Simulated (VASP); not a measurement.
Here is a VASP 6.6.1 calculation.

Contents of INCAR:

```
ALGO = Normal
EDIFF = 1E-7
ENCUT = 520
GGA = PS
ISIF = 2
ISMEAR = 0
LASPH = True
LCHARG = True
LELF = True
LREAL = False
LVHAR = True
LWAVE = False
NBANDS = 12
NELM = 60
PREC = Accurate
SIGMA = 0.1
```

The input KPOINTS:

```
k-points
0
Gamma
  8 8 8
```

The input POSCAR:

```
Zr
1.0
   -1.7084137363      1.7084137363      1.7084137363
    1.7084137363     -1.7084137363      1.7084137363
    1.7084137363      1.7084137363     -1.7084137363
Zr
1
Direct
    0.0000000000      0.0000000000      0.0000000000
```

Potentials or basis: VASP PAW PBE potentials, release 64 (Zr_sv).

Run with:

```sh
$ cat potpaw_PBE.64/Zr_sv/POTCAR > POTCAR
$ mpirun -np 1 vasp_std > vasp.out
```

(1) Estimate the band gap on the k mesh.

(2) Estimate the pressure.

Answers

(1) zero (band 6 reaches 11.57 eV, above the bottom of band 7 at 9.67 eV).

(2) 10.7 GPa.

Caveat: the PAW data sets were made with another functional, which shifts forces and pressure a little.
